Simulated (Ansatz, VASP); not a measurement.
## Two plane-wave programs on WSe2

Contents of INCAR:

```
ALGO     = Normal         # electronic algorithm
EDIFF    = 1E-7           # SCF threshold, eV
ENCUT    = 520            # plane-wave cutoff, eV
GGA      = PE             # functional
ISIF     = 2              # what is computed and relaxed
ISMEAR   = 0              # smearing method
LASPH    = True           # aspherical terms in the spheres
LCHARG   = False          # write CHGCAR
LREAL    = False          # projectors in reciprocal space
LWAVE    = False          # write WAVECAR
NBANDS   = 64             # bands
NELM     = 60             # most SCF steps
PREC     = Accurate       # precision mode
SIGMA    = 0.02           # smearing width, eV
```

File KPOINTS:

```
k-points
0
Gamma
  12 12 1
```

The input POSCAR:

```
WSe2
1.0
    3.3206779330      0.0000000000      0.0000000000
   -1.6603389665      2.8757914477      0.0000000000
    0.0000000000      0.0000000000     38.7701042002
W Se
4 8
Direct
    0.6666666667      0.3333333333      0.9017078272
    0.6666666667      0.3333333333      0.2946354537
    0.3333333333      0.6666666667      0.7053645463
    0.3333333333      0.6666666667      0.0982921728
    0.3333333333      0.6666666667      0.9449957673
    0.3333333333      0.6666666667      0.3379185056
    0.6666666667      0.3333333333      0.7486531834
    0.6666666667      0.3333333333      0.1415801739
    0.3333333333      0.6666666667      0.8584198261
    0.3333333333      0.6666666667      0.2513468166
    0.6666666667      0.3333333333      0.6620814944
    0.6666666667      0.3333333333      0.0550042327
```

Input for Ansatz:

```yaml
crystal:
  lattice:
    - [3.320677933, 0.0, 0.0]
    - [-1.6603389665, 2.8757914477, 0.0]
    - [0.0, 0.0, 38.7701042002]
  atoms:
    - { symbol: W, position: [0.6666666667, 0.3333333333, 0.9017078272] }
    - { symbol: W, position: [0.6666666667, 0.3333333333, 0.2946354537] }
    - { symbol: W, position: [0.3333333333, 0.6666666667, 0.7053645463] }
    - { symbol: W, position: [0.3333333333, 0.6666666667, 0.0982921728] }
    - { symbol: Se, position: [0.3333333333, 0.6666666667, 0.9449957673] }
    - { symbol: Se, position: [0.3333333333, 0.6666666667, 0.3379185056] }
    - { symbol: Se, position: [0.6666666667, 0.3333333333, 0.7486531834] }
    - { symbol: Se, position: [0.6666666667, 0.3333333333, 0.1415801739] }
    - { symbol: Se, position: [0.3333333333, 0.6666666667, 0.8584198261] }
    - { symbol: Se, position: [0.3333333333, 0.6666666667, 0.2513468166] }
    - { symbol: Se, position: [0.6666666667, 0.3333333333, 0.6620814944] }
    - { symbol: Se, position: [0.6666666667, 0.3333333333, 0.0550042327] }
basis:
  ecutwfc: 420
kpoints:
  mp_grid: { grid: [12, 12, 1] }
  band_path:
    path:
      - [[0.0, 0.0, 0.0], [0.5, 0.0, 0.0], [0.33333333, 0.33333333, 0.0], [0.0, 0.0, 0.0], [0.0, 0.0, 0.5], [0.5, 0.0, 0.5], [0.33333333, 0.33333333, 0.5], [0.0, 0.0, 0.5]]
      - [[0.5, 0.0, 0.5], [0.5, 0.0, 0.0]]
      - [[0.33333333, 0.33333333, 0.5], [0.33333333, 0.33333333, 0.0]]
    npoints: 10
hamiltonian:
  xc: pbe
scf:
  occupations: { method: gaussian, width: 0.02 }
  n_extra_bands: 30
output:
  forces: true
  stress: true
  eigenvalues: true
  populations: true
  dos: { projected: true, de: 0.02, nscf_kmesh: { grid: [18, 18, 2] } }
  bader: false
```

Alike in both runs: task single point; functional PBE; k mesh 12 × 12 × 1; occupations gaussian, width 0.02 eV; no spin polarisation.

|  | VASP | Ansatz |
| --- | --- | --- |
| version | VASP 6.6.1 | Ansatz 0.2.0 |
| potentials or method | VASP PAW PBE potentials, release 64 (W_sv, Se), cutoff 520 eV | scalar-relativistic, plane waves, PAW |
| valence electrons in the cell | 104 | 184 |

Ansatz gave:

| Item | Value |
| --- | --- |
| gap on the k mesh at the Fermi level (eV) | 1.51 |
| least direct gap on the mesh (eV) | 1.53 |
| rms of the force components (eV/Å) | 0.000 |

Q: What did VASP give for the same quantities?

A: gap on the k mesh at the Fermi level (eV): 1.51; least direct gap on the mesh (eV): 1.53; rms of the force components (eV/Å): 0.021.

Atom by atom the forces differ by 0.021 eV/Å (rms over components). With one functional, cell and mesh, what is left measures potentials, basis and numerics. VASP's potentials hold 104 valence electrons a cell and Ansatz's 184, so a difference there can come from the potentials and not from the codes.

Spin-orbit coupling is off throughout.
